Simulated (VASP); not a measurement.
Input of a VASP 6.6.1 run:

The input INCAR:

```
SYSTEM = Ti
  PREC = Accurate
  ENCUT = 520
  EDIFF = 1E-6
  ISMEAR = -1
  SIGMA = 0.15
  LREAL = .False.
  LASPH = .True.
  NELM = 100
  ALGO = Normal
  ISIF = 2
  LWAVE = .False.
  LCHARG = .False.
  NBANDS = 25
```

Contents of KPOINTS:

```
regular mesh
0
Gamma
  7 7 10
  0 0 0
```

The input POSCAR:

```
Ti
1.0
    4.5378302168      0.0000000000      0.0000000000
   -2.2689151084      3.9298763864      0.0000000000
    0.0000000000      0.0000000000      2.7818872198
Ti
3
Direct
    0.0000000000      0.0000000000      0.0000000000
    0.3333333333      0.6666666667      0.5000000000
    0.6666666667      0.3333333333      0.5000000000
```

Potentials or basis: VASP PAW LDA potentials, release 64 (Ti_sv).

Command:

```console
$ cat potpaw_LDA.64/Ti_sv/POTCAR > POTCAR
$ mpirun -np 1 vasp_std > vasp.out
```

**Question.** What does it give for the band gap on the k mesh?

**Answer.** Zero (bands 18 and 19 overlap by 0.23 eV).

**Question.** Predict the pressure.

**Answer.** -4.7 GPa.

Stress tensor (GPa, compression positive):
```
-5.26  0.00  0.00
 0.00 -5.26  0.00
 0.00  0.00 -3.62
```

Caveat: the cell stands under tension.
